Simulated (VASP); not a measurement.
Runs of VASP 6.6.1 on ScBPd3. Symmetry: Pm-3m, No. 221, cubic system. The conventional cell has a = 4.235 Å, b = 4.235 Å, c = 4.235 Å, α = 90.00°, β = 90.00°, γ = 90.00°. Within 3.9 Å of Sc (site symmetry m-3m) lie 12 Pd at 2.99 Å and 8 B at 3.67 Å. Within 2.8 Å of B (site symmetry m-3m) lie 6 Pd at 2.12 Å. Within 2.8 Å of Pd (site symmetry 4/mmm) lie 2 B at 2.12 Å. 

| k mesh | gap on the mesh (eV) | pressure (GPa) |
| --- | --- | --- |
| 5 × 5 × 5 | none | -0.7 |
| 4 × 4 × 4 | none | -0.8 |
| 3 × 3 × 3 | none | (a) |
| 2 × 2 × 2 | none | -0.3 |

Alike in all rows: task single point; level PBE; potentials or basis VASP PAW PBE potentials, release 64 (Sc_sv, B, Pd); no spin polarisation; cell as given; cutoff (eV) 520; smearing fermi-dirac 0.1 eV.

Question: Fill in the values left out.

Answer: (a) -0.4.

Caveats: some runs use coarse meshes.

A k mesh can miss the band edges, and the runs leave out spin-orbit coupling on Pd.

A gap of «none» marks levels without a gap at the run's occupations.
